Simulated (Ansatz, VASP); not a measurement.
**Two plane-wave programs on Bi2Se3**

Contents of INCAR:

```
PREC = Accurate ; ENCUT = 520
EDIFF = 1E-6 ; ISMEAR = -1
SIGMA = 0.05 ; LREAL = F
LASPH = T ; NELM = 80
ALGO = Normal ; ISIF = 2
LWAVE = F ; LCHARG = T
LELF = T ; LVHAR = T
NBANDS = 32
```

Contents of KPOINTS:

```
Automatic mesh
0
Gamma
  8 8 8
```

POSCAR

```
Bi2Se3
1.0
    2.0715000000      1.1959810826      9.5453333333
   -2.0715000000      1.1959810826      9.5453333333
    0.0000000000     -2.3919621653      9.5453333333
Bi Se
2 3
Direct
    0.5992000000      0.5992000000      0.5992000000
    0.4008000000      0.4008000000      0.4008000000
    0.7883000000      0.7883000000      0.7883000000
    0.2117000000      0.2117000000      0.2117000000
    0.0000000000      0.0000000000      0.0000000000
```

input.yaml

```yaml
crystal:
  lattice:
    - [2.0715, 1.1959810826, 9.5453333333]
    - [-2.0715, 1.1959810826, 9.5453333333]
    - [0.0, -2.3919621653, 9.5453333333]
  atoms:
    - { symbol: Bi, position: [0.5992, 0.5992, 0.5992] }
    - { symbol: Bi, position: [0.4008, 0.4008, 0.4008] }
    - { symbol: Se, position: [0.7883, 0.7883, 0.7883] }
    - { symbol: Se, position: [0.2117, 0.2117, 0.2117] }
    - { symbol: Se, position: [0.0, 0.0, 0.0] }
hamiltonian:
  xc: lda
  pseudopotentials: { kind: paw }
kpoints:
  mp_grid: { grid: [8, 8, 8] }
  band_path:
    path:
      - [[0.0, 0.0, 0.0], [0.5, 0.0, 0.0], [0.5, 0.1771325325, -0.1771325325]]
      - [[0.8228674675, 0.5, 0.1771325325], [0.5, 0.5, 0.5], [0.0, 0.0, 0.0], [0.3385662663, 0.0, -0.3385662663]]
      - [[0.6614337337, 0.3385662663, 0.0], [0.5, 0.5, 0.0], [0.6614337337, 0.6614337337, 0.1771325325], [0.5, 0.5, 0.5]]
      - [[0.5, 0.0, 0.0], [0.8228674675, 0.3385662663, 0.3385662663]]
    npoints: 14
scf:
  occupations: { method: fermi_dirac, width: 0.05 }
  n_extra_bands: 12
output:
  forces: true
  stress: true
  eigenvalues: true
  fatbands: true
```

Alike in both runs: functional LDA; k mesh 8 × 8 × 8; occupations fermi-dirac, width 0.05 eV; no spin polarisation.

|  | VASP | Ansatz |
| --- | --- | --- |
| version | VASP 6.6.1 | Ansatz 0.2.0 |
| potentials or method | VASP PAW LDA potentials, release 64 (Bi_d, Se) | Ansatz PAW |
| plane-wave cutoff (eV) | 520 | 420 |
| valence electrons in the cell | 48 | 78 |
| task | single point | band structure |

Ansatz gave:

* gap on the k mesh at the Fermi level (eV): 0.09
* least direct gap on the mesh (eV): 0.09
* pressure (GPa): -1.8
* traceless stress, the component that is largest in VASP (GPa): -0.08
* rms of the force components (eV/Å): 0.043

Problem. Estimate VASP's values.

Solution. gap on the k mesh at the Fermi level (eV): 0.09; least direct gap on the mesh (eV): 0.09; pressure (GPa): -1.7; traceless stress, the component that is largest in VASP (GPa): -0.08; rms of the force components (eV/Å): 0.050.

LDA's correlation is that of Perdew and Zunger in VASP and of Perdew and Wang (1992) in Ansatz. Atom by atom the forces differ by 0.013 eV/Å (rms over components). VASP's potentials hold 48 valence electrons a cell and Ansatz's 78, so a difference there can come from the potentials and not from the codes.

Neither program's run includes spin-orbit coupling.
